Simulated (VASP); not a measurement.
# GaN (P3m1) in VASP: further runs

The runs below take GaN through single point, with PBE.

Program: VASP 6.6.1. These are calculated values, not measurements. Logs are shortened: lines on timing, memory, paths and dates and some standing lists are left out, and cuts for length are marked.

## 1. The cell of the first run

Symmetry: P3m1, No. 156, trigonal system. The conventional cell has a = 3.189 Å, b = 3.189 Å, c = 5.192 Å, α = 90.00°, β = 90.00°, γ = 120.00°. Within 2.6 Å of Ga (site symmetry 3m) lie 4 N at 1.95 Å. Ga (site symmetry 3m) has 4 N at 1.95 to 1.96 Å within 2.6 Å. Within 2.6 Å of N (site symmetry 3m) lie 4 Ga at 1.95 Å. N (site symmetry 3m) has 4 Ga at 1.95 to 1.96 Å within 2.6 Å.

## 2. Single point, PBE

INCAR reads:

```
ALGO     = Normal         # electronic algorithm
EDIFF    = 1E-6           # SCF threshold, eV
ENCUT    = 520            # plane-wave cutoff, eV
GGA      = PE             # functional
ISIF     = 2              # what is computed and relaxed
ISMEAR   = 0              # smearing method
LASPH    = True           # aspherical terms in the spheres
LCHARG   = False          # write CHGCAR
LREAL    = False          # projectors in reciprocal space
LWAVE    = False          # write WAVECAR
NBANDS   = 26             # bands
NELM     = 60             # most SCF steps
PREC     = Accurate       # precision mode
SIGMA    = 0.05           # smearing width, eV
```

KPOINTS reads:

```
k-points
0
Gamma
  12 12 7
```

POSCAR reads:

```
GaN
1.0
    3.1889304035      0.0000000000      0.0000000000
   -1.5944652018      2.7616947404      0.0000000000
    0.0000000000      0.0000000000      5.1923572500
Ga N
2 2
Direct
    0.6666666700      0.3333333300      0.5010096175
    0.3333333300      0.6666666700      0.9990837100
    0.6666666700      0.3333333300      0.8759162900
    0.3333333300      0.6666666700      0.3759162900
```

Potentials or basis: VASP PAW PBE potentials, release 64 (Ga_d, N).

Command:

```sh
$ cat potpaw_PBE.64/Ga_d/POTCAR potpaw_PBE.64/N/POTCAR > POTCAR
$ mpirun -np 1 vasp_std > vasp.out
```

OUTCAR:

```text
EDIFF = 1E-6
   ENCUT = 520
   GGA = PE
   ISIF = 2
   ISMEAR = 0
   LASPH = True
   LREAL = False
   NELM = 60
   PREC = Accurate

 ion  position               nearest neighbor table
   1  0.667  0.333  0.501-   3 1.95   4 1.95   4 1.95   4 1.95
   2  0.333  0.667  0.999-   3 1.95   3 1.95   3 1.95   4 1.96
   3  0.667  0.333  0.876-   1 1.95   2 1.95   2 1.95   2 1.95
   4  0.333  0.667  0.376-   1 1.95   1 1.95   1 1.95   2 1.96

  LATTYP: Found a hexagonal cell.
 ALAT       =     3.1889304035
 C/A-ratio  =     1.6282441424

  Lattice vectors:

 A1 = (   3.1889304035,   0.0000000000,   0.0000000000)
 A2 = (  -1.5944652018,   2.7616947404,   0.0000000000)
 A3 = (   0.0000000000,   0.0000000000,   5.1923572500)

Analysis of symmetry for initial positions (statically):
=====================================================================
 Subroutine PRICEL returns:
 Original cell was already a primitive cell.

 Routine SETGRP: Setting up the symmetry group for a
 hexagonal supercell.

 Subroutine GETGRP returns: Found  6 space group operations
 (whereof  6 operations were pure point group operations)
 out of a pool of 24 trial point group operations.

The static configuration has the point symmetry C_3v.

Analysis of symmetry for dynamics (positions and initial velocities):
=====================================================================
 Subroutine PRICEL returns:
 Original cell was already a primitive cell.

 Routine SETGRP: Setting up the symmetry group for a
 hexagonal supercell.

 Subroutine GETGRP returns: Found  6 space group operations
 (whereof  6 operations were pure point group operations)
 out of a pool of 24 trial point group operations.

The dynamic configuration has the point symmetry C_3v.

 Subroutine INISYM returns: Found  6 space group operations
 (whereof  6 operations are pure point group operations),
 and found     1 'primitive' translations

----------------------------------------------------------------------------------------

                                     Primitive cell

  volume of cell :      45.7283

  direct lattice vectors                    reciprocal lattice vectors
     3.188930404  0.000000000  0.000000000     0.313584768  0.181048250  0.000000000
    -1.594465202  2.761694740  0.000000000     0.000000000  0.362096500  0.000000000
     0.000000000  0.000000000  5.192357250     0.000000000  0.000000000  0.192590754

  length of vectors
     3.188930404  3.188930404  5.192357250     0.362096500  0.362096500  0.192590754

  position of ions in fractional coordinates (direct lattice)
     0.666666670  0.333333330  0.501009618
     0.333333330  0.666666670  0.999083710
     0.666666670  0.333333330  0.875916290
     0.333333330  0.666666670  0.375916290

  ion indices of the primitive-cell ions
   primitive index   ion index
                 1           1
                 2           2
                 3           3
                 4           4

----------------------------------------------------------------------------------------

 KPOINTS: k-points

Automatic generation of k-mesh.
 Grid dimensions read from file:
 generate k-points for:   12   12    7

 Generating k-lattice:

  Cartesian coordinates                     Fractional coordinates (reciprocal lattice)
     0.026132064  0.015087354  0.000000000     0.083333333  0.000000000  0.000000000
     0.000000000  0.030174708  0.000000000     0.000000000  0.083333333  0.000000000
     0.000000000  0.000000000  0.027512965     0.000000000  0.000000000  0.142857143

  Length of vectors
     0.030174708  0.030174708  0.027512965

  Shift w.r.t. Gamma in fractional coordinates (k-lattice)
     0.000000000  0.000000000  0.000000000

 Subroutine IBZKPT returns following result:
 ===========================================

 Found    112 irreducible k-points:

 Following reciprocal coordinates:
            Coordinates               Weight
  0.000000  0.000000  0.000000      1.000000
  0.083333  0.000000  0.000000      6.000000
  0.166667  0.000000  0.000000      6.000000
  0.250000 -0.000000  0.000000      6.000000
  0.333333  0.000000  0.000000      6.000000
  0.416667  0.000000  0.000000      6.000000
[... 16 lines left out ...]
  0.166667  0.000000  0.142857      6.000000
  0.000000  0.166667  0.142857      6.000000
 [... further k-points ...]
   k-points           NKPTS =    112   k-points in BZ     NKDIM =    112   number of bands    NBANDS=     26
   number of dos      NEDOS =    301   number of ions     NIONS =      4
   total plane-waves  NPLWV =  23040
   dimension x,y,z NGX =    24 NGY =   24 NGZ =   40
   dimension x,y,z NGXF=    48 NGYF=   48 NGZF=   80
   ions per type =               2   2
   NGX,Y,Z   is equivalent  to a cutoff of  12.51, 12.51, 12.81 a.u.
   NGXF,Y,Z  is equivalent  to a cutoff of  25.02, 25.02, 25.61 a.u.
 SYSTEM =  unknown system
   PREC   = accura    normal or accurate (medium, high low for compatibility)
   ISTART =      0    job   : 0-new  1-cont  2-samecut
   ICHARG =      2    charge: 1-file 2-atom 10-const
   ISPIN  =      1    spin polarized calculation?
   LNONCOLLINEAR =      F non collinear calculations
   LSORBIT =      F    spin-orbit coupling
   LASPH  =      T    aspherical Exc in radial PAW
   ENCUT  =  520.0 eV  38.22 Ry    6.18 a.u.   5.93  5.93  9.65*2*pi/ulx,y,z
   NELM   =     60;   NELMIN=  2; NELMDL= -5     # of ELM steps
   EDIFF  = 0.1E-05   stopping-criterion for ELM
   LREAL  =      F    real-space projection
   EDIFFG = 0.1E-04   stopping-criterion for IOM
   NSW    =      0    number of steps for IOM
   IBRION =     -1    ionic relax: 0-MD 1-quasi-New 2-CG
   NFREE  =      0    steps in history (QN), initial steepest desc. (CG)
   ISIF   =      2    stress and relaxation
   ISYM   =      2    0-nonsym 1-usesym 2-fastsym
   POTIM  = 0.5000    time-step for ionic-motion
   TEBEG  =    0.0;   TEEND  =   0.0 temperature during run
   PSTRESS=    0.0 pullay stress
   NELECT =      36.0000    total number of electrons
   NUPDOWN=      -1.0000    fix difference up-down
   EMIN   =  10.00;   EMAX   =-10.00  energy-range for DOS
   EFERMI =   0.00;   METHOD = LEGACY
   ISMEAR =     0;   SIGMA  =   0.05  broadening in eV -4-tet -1-fermi 0-gaus
   EFERMI_NEDOS =   21; number of points for ismear=-14 and -15
   IALGO  =     38    algorithm
   IMIX   =      4    mixing-type and parameters
     AMIX     =   0.40;   BMIX     =  1.00
     AMIX_MAG =   1.60;   BMIX_MAG =  1.00
  volume/ion in A,a.u.               =      11.43        77.15
  Fermi-wavevector in a.u.,A,eV,Ry     =   1.511636  2.856578 31.089905  2.285044
  Thomas-Fermi vector in A             =   2.621667
   LORBIT       =      0    0 simple, 1 ext, 2 COOP (PROOUT), +10 PAW based schemes
   GGA     = PE    functional components
   LHFCALC =     F    Hartree Fock is set to
   AEXX    =    0.0000 exact exchange contribution
   IVDW    =     0    specifies the selected vdW correction
   LEPSILON=     F    determine dielectric tensor
   LRPA    =     F    only Hartree local field effects (RPA)
 non-spin polarized calculation
 Gauss-broadening in eV      SIGMA  =   0.05
  energy-cutoff  :      520.00
  volume of cell :       45.73
 maximum number of plane-waves:      1248
   NGX = 11   NGY = 11   NGZ = 19

 number of electron      35.9999984 magnetization

 Free energy of the ion-electron system (eV)
  ---------------------------------------------------
  ext. energy  EPLUGINS =         0.00000000
  ---------------------------------------------------
  free energy    TOTEN  =       -24.30513017 eV

  energy without entropy =      -24.30513017  energy(sigma->0) =      -24.30513017

 E-fermi :   5.5872     XC(G=0): -11.6648

 val. band max:        5.3141352654   @ k =   0.0000   0.0000   0.0000
 cond. band min:       7.2134166814   @ k =   0.0000   0.0000   0.0000
 fundamental gap:      1.8992814161
 Fermi energy:         5.5872047703

 k-point     1 :       0.0000    0.0000    0.0000
  band No.  band energies     occupation
      1     -10.6641      2.00000
      2      -9.7413      2.00000
      3      -8.1306      2.00000
      4      -8.1167      2.00000
      5      -8.1167      2.00000
      6      -8.0474      2.00000
[... 18 lines left out ...]
     25      17.0108      0.00000
     26      17.0108      0.00000

 k-point     2 :       0.0833    0.0000    0.0000
  band No.  band energies     occupation
      1     -10.5958      2.00000
      2      -9.7236      2.00000
      3      -8.1240      2.00000
      4      -8.1064      2.00000
      5      -8.0952      2.00000
      6      -8.0392      2.00000
[... 18 lines left out ...]
     25      16.6614      0.00000
     26      17.1637      0.00000

 k-point     3 :       0.1667    0.0000    0.0000
  band No.  band energies     occupation
      1     -10.4101      2.00000
      2      -9.6802      2.00000
      3      -8.0997      2.00000
      4      -8.0814      2.00000
      5      -8.0402      2.00000
      6      -7.9978      2.00000
[... 18 lines left out ...]
     25      16.6935      0.00000
     26      17.5205      0.00000

 k-point     4 :       0.2500   -0.0000    0.0000
  band No.  band energies     occupation
      1     -10.1649      2.00000
      2      -9.6322      2.00000
      3      -8.0747      2.00000
      4      -8.0565      2.00000
      5      -7.9927      2.00000
      6      -7.9485      2.00000
[... 18 lines left out ...]
     25      16.7530      0.00000
     26      17.9967      0.00000

 k-point     5 :       0.3333    0.0000    0.0000
  band No.  band energies     occupation
      1      -9.9434      2.00000
      2      -9.5966      2.00000
      3      -8.0621      2.00000
      4      -8.0438      2.00000
      5      -7.9636      2.00000
      6      -7.9006      2.00000
[... 18 lines left out ...]
     25      16.9229      0.00000
     26      18.5518      0.00000

 k-point     6 :       0.4167    0.0000    0.0000
  band No.  band energies     occupation
      1      -9.8058      2.00000
      2      -9.5778      2.00000
      3      -8.0629      2.00000
      4      -8.0411      2.00000
      5      -7.9511      2.00000
      6      -7.8975      2.00000
[... 427 lines left out ...]
 k-point    21 :       0.0833    0.0000    0.1429
  band No.  band energies     occupation
      1     -10.5381      2.00000
      2      -9.7442      2.00000
      3      -8.1181      2.00000
      4      -8.1051      2.00000
      5      -8.0848      2.00000
      6      -8.0435      2.00000
[... 18 lines left out ...]
     25      16.5513      0.00000
     26      16.9759      0.00000

 k-point    22 :       0.0000    0.0833    0.1429
  band No.  band energies     occupation
      1     -10.5381      2.00000
      2      -9.7442      2.00000
      3      -8.1161      2.00000
      4      -8.1057      2.00000
      5      -8.0877      2.00000
      6      -8.0431      2.00000
[... 18 lines left out ...]
     25      16.5459      0.00000
     26      16.9831      0.00000

 k-point    23 :       0.1667    0.0000    0.1429
  band No.  band energies     occupation
      1     -10.3584      2.00000
      2      -9.6954      2.00000
      3      -8.1000      2.00000
      4      -8.0786      2.00000
      5      -8.0320      2.00000
      6      -8.0038      2.00000
[... 18 lines left out ...]
     25      16.3381      0.00000
     26      17.3576      0.00000

 k-point    24 :       0.0000    0.1667    0.1429
  band No.  band energies     occupation
      1     -10.3584      2.00000
      2      -9.6954      2.00000
      3      -8.0943      2.00000
      4      -8.0797      2.00000
      5      -8.0465      2.00000
      6      -8.0016      2.00000
[... 18 lines left out ...]
     25      16.3343      0.00000
     26      17.3710      0.00000

 [... further k-points ...]

------------------------ aborting loop because EDIFF is reached ----------------------------------------

  FORCE on cell =-STRESS in cart. coord.  units (eV):
  Direction    XX          YY          ZZ          XY          YZ          ZX
  --------------------------------------------------------------------------------------
  -------------------------------------------------------------------------------------
  Total        1.4295475      1.4295475      1.6281941     -0.0000000      0.0000000      0.0000000
  in kB       50.0868688     50.0868688     57.0468252     -0.0000000      0.0000000      0.0000000
  external PRESSURE =      52.4068543 kB  Pullay stress =       0.0000000 kB

 VOLUME and BASIS-vectors are now :
 -----------------------------------------------------------------------------
  energy-cutoff  :      520.00
  volume of cell :       45.73
      direct lattice vectors                 reciprocal lattice vectors
     3.188930404  0.000000000  0.000000000     0.313584768  0.181048250  0.000000000
    -1.594465202  2.761694740  0.000000000     0.000000000  0.362096500  0.000000000
     0.000000000  0.000000000  5.192357250     0.000000000  0.000000000  0.192590754

 POSITION                                       TOTAL-FORCE (eV/Angst)
 -----------------------------------------------------------------------------------
      1.59447      0.92056      2.60142         0.000000     -0.000000     -0.194875
     -0.00000      1.84113      5.18760        -0.000000     -0.000000      0.087424
      1.59447      0.92056      4.54807        -0.000000      0.000000      0.066038
     -0.00000      1.84113      1.95189        -0.000000     -0.000000      0.041414
 -----------------------------------------------------------------------------------
    total drift:                               -0.000001     -0.000001     -0.000534

  FREE ENERGIE OF THE ION-ELECTRON SYSTEM (eV)
  ---------------------------------------------------
  free  energy   TOTEN  =       -24.3051301743 eV

  energy  without entropy=      -24.3051301743  energy(sigma->0) =      -24.30513017
```

It took 91 s on 1 thread of Intel Xeon Platinum 8259CL at 2.50GHz (Skylake/Cascade Lake), shared host; peak memory 0.24 GiB.

Results:

```
Free energy            : -24.3051 eV
Pressure               : 5.2 GPa
Largest force          : 0.195 eV/Å
Band gap on the k mesh : 1.90 eV
```

Forces in eV/Å, atoms in the order of the input:
```
Ga   0.000  0.000 -0.195
Ga   0.000  0.000  0.087
N    0.000  0.000  0.066
N    0.000  0.000  0.041
```

Caveat: the cell stands under pressure.

## 3. Single point, PBE

INCAR reads:

```
PREC = Accurate
ENCUT = 520
EDIFF = 1E-6
ISMEAR = 0
SIGMA = 0.05
LREAL = False
LASPH = True
NELM = 100
ALGO = Normal
ISIF = 2
LWAVE = False
LCHARG = False
GGA = PE
NBANDS = 26
```

KPOINTS reads:

```
regular mesh
0
Gamma
  12 12 7
```

Changes to POSCAR since step 2:

```diff
@@ -8,3 +8,3 @@
 Direct
-    0.6666666700      0.3333333300      0.5010096175
+    0.6666666700      0.3333333300      0.4971578025
     0.3333333300      0.6666666700      0.9990837100
```

Potentials or basis: VASP PAW PBE potentials, release 64 (Ga_d, N).

Command:

```sh
$ cat potpaw_PBE.64/Ga_d/POTCAR potpaw_PBE.64/N/POTCAR > POTCAR
$ mpirun -np 1 vasp_std > vasp.out
```

It took 83 s on 1 thread of Intel Xeon Platinum 8259CL at 2.50GHz (Skylake/Cascade Lake), shared host; peak memory 0.24 GiB.

It converged, with:

- Free energy: -24.3050 eV
- Pressure: 5.3 GPa
- Largest force: 0.200 eV/Å
- Band gap on the k mesh: 1.91 eV

Forces on the atoms (eV/Å):
```
Ga   0.000  0.000  0.200
Ga   0.000  0.000 -0.076
N    0.000  0.000 -0.072
N    0.000  0.000 -0.052
```

Stress tensor (GPa, compression positive):
```
5.39 0.00 0.00
0.00 5.39 0.00
0.00 0.00 5.01
```

Levels at points of the mesh, in eV from the valence-band top:
```
           k point  band 16  band 17  band 18  band 19  band 20  band 21
(0.00, 0.00, 0.00)    -0.02     0.00     0.00     1.91     4.24     9.20
(0.50, 0.00, 0.00)    -2.74    -2.17    -1.00     5.06     5.56     6.06
```

Caveat: the cell stands under pressure.
